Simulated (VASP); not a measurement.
## WSe2: single point with PBEsol+D3(BJ)

System: WSe2, a slab with vacuum.

```xyz
3
Lattice="3.3179 0.0000 0.0000 -1.6590 2.8734 0.0000 0.0000 0.0000 16.6581" Properties=species:S:1:pos:R:3 pbc="T T T"
W     0.0000    0.0000    0.0000
Se    0.0000    1.9156    1.6623
Se    0.0000    1.9156   14.9959
```

```yaml
Program: VASP 6.6.1
Task: single point
Functional: PBEsol
Dispersion: D3(BJ)
Potentials_or_basis: VASP PAW PBE potentials, release 64 (W_sv, Se)
Cutoff: 520 eV
k_mesh: 6 × 6 × 1
Occupations: gaussian, width 0.1 eV
Spin: no spin polarisation
```

* Largest force: 0.129 eV/Å
* Band gap on the k mesh: 1.51 eV
* Dispersion energy per atom: -0.280 eV

Forces in eV/Å, atoms in the order of the input:
```
W    0.000  0.000  0.000
Se   0.000  0.000 -0.129
Se   0.000  0.000  0.129
```

Levels at points of the mesh, in eV from the valence-band top:
| k point | band 9 | band 10 | band 11 | band 12 | band 13 | band 14 | band 15 | band 16 | band 17 | band 18 |
| --- | --- | --- | --- | --- | --- | --- | --- | --- | --- | --- |
| (0.00, 0.00, 0.00) | -2.40 | -2.08 | -1.27 | -1.27 | -0.26 | 2.93 | 2.93 | 3.15 | 3.15 | 4.29 |
| (0.50, 0.00, 0.00) | -4.17 | -3.01 | -2.06 | -0.97 | -0.96 | 2.35 | 2.74 | 3.72 | 4.33 | 4.44 |

Run time: 69 s on 1 thread of Intel Xeon 8259CL (shared host), peak memory 0.3 GiB.

Caveat: there is no dipole correction, which matters where the two faces differ; the PAW data sets were made with another functional, which shifts forces and pressure a little; spin-orbit coupling is left out, which moves the levels of the heavy elements.
